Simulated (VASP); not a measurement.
Wanted: the native input for a VASP 6.6.1 run.

- Task: single point
- Functional: PBE
- Potentials or basis: VASP PAW PBE potentials, release 64 (Bi_d, C, Cl)
- Cutoff: 520 eV
- k mesh: 10 × 8 × 4
- Occupations: gaussian, width 0.02 eV
- Spin: no spin polarisation
- Dipole correction: no
- Further INCAR settings: ALGO = Normal; EDIFF = 1e-07; NBANDS = 35

The structure of BiCCl lies in POSCAR:

```
BiCCl
1.0
    3.8486250871      0.0000000000      0.0000000000
    0.0000000000      4.4379388092      0.0000000000
    0.0000000000      0.0000000000      9.3952733442
Bi C Cl
2 2 2
Direct
    0.5000000000      0.0000000000      0.3802158442
    0.0000000000      0.5000000000      0.6197841558
    0.5000000000      0.5000000000      0.4518444149
    0.0000000000      0.0000000000      0.5481555851
    0.0000000000      0.0000000000      0.1657688445
    0.5000000000      0.5000000000      0.8342311555
```

The cell was generated, and may not be a known phase.

These files were run (other wordings do the same):

INCAR

```
ALGO = Normal ; EDIFF = 1E-7
ENCUT = 520 ; GGA = PE
ISIF = 2 ; ISMEAR = 0
LASPH = True ; LCHARG = True
LELF = True ; LREAL = False
LVHAR = True ; LWAVE = False
NBANDS = 35 ; NELM = 60
PREC = Accurate ; SIGMA = 0.02
```

KPOINTS

```
k-points
0
Gamma
  10 8 4
```

Potentials or basis: VASP PAW PBE potentials, release 64 (Bi_d, C, Cl).

Launch:

```sh
$ cat potpaw_PBE.64/Bi_d/POTCAR potpaw_PBE.64/C/POTCAR potpaw_PBE.64/Cl/POTCAR > POTCAR
$ mpirun -np 1 vasp_std > vasp.out
```

It gave:

```yaml
Pressure: 0.0 GPa
Largest_force: 0.024 eV/Å
Band_gap_on_the_k_mesh: 0.26 eV (least direct gap 0.67 eV)
```

Caveat: spin-orbit coupling is left out, which moves the levels of the heavy elements; this functional lacks dispersion, which binds layers or chains, so the pressure and a relaxed spacing across them are unreliable.

It took 7.2 min on 1 thread of Intel(R) Xeon(R) Platinum 8375C CPU @ 2.90GHz (Ice Lake) (shared host), peak memory 0.55 GiB.
